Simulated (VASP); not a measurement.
W, 1 atom in the cell. The structure is cubic, space group Im-3m (No. 229). The conventional cell has a = 3.277 Å, b = 3.277 Å, c = 3.277 Å, α = 90.00°, β = 90.00°, γ = 90.00°. W (site symmetry m-3m) has 14 W at 2.84 to 3.28 Å within 3.7 Å. 

```yaml
Program: VASP 6.6.1
Task: single point
Functional: r2SCAN
Potentials_or_basis: VASP PAW PBE potentials, release 64 (W_sv)
Cutoff: 520 eV
k_mesh: 8 × 8 × 8
Occupations: gaussian, width 0.1 eV
Spin: no spin polarisation
Dipole_correction: no
Further_INCAR_settings: ALGO = Normal; EDIFF = 1e-06; NBANDS = 13
```

Potentials or basis: VASP PAW PBE potentials, release 64 (W_sv).

Run with:

```console
$ cat potpaw_PBE.64/W_sv/POTCAR > POTCAR
$ cp INCAR.step1 INCAR
$ mpirun -np 1 vasp_std > vasp.out
$ cp INCAR.step2 INCAR
$ mpirun -np 1 vasp_std > vasp.out
```

Hardware: 1 thread of Intel(R) Xeon(R) Platinum 8559C (Emerald Rapids) (shared host).

Q: How long does it take, and how much memory?

A: Wall time 20 s on 1 thread of Intel(R) Xeon(R) Platinum 8559C (Emerald Rapids) (shared host), peak memory 0.14 GiB. Counts: k points 29.
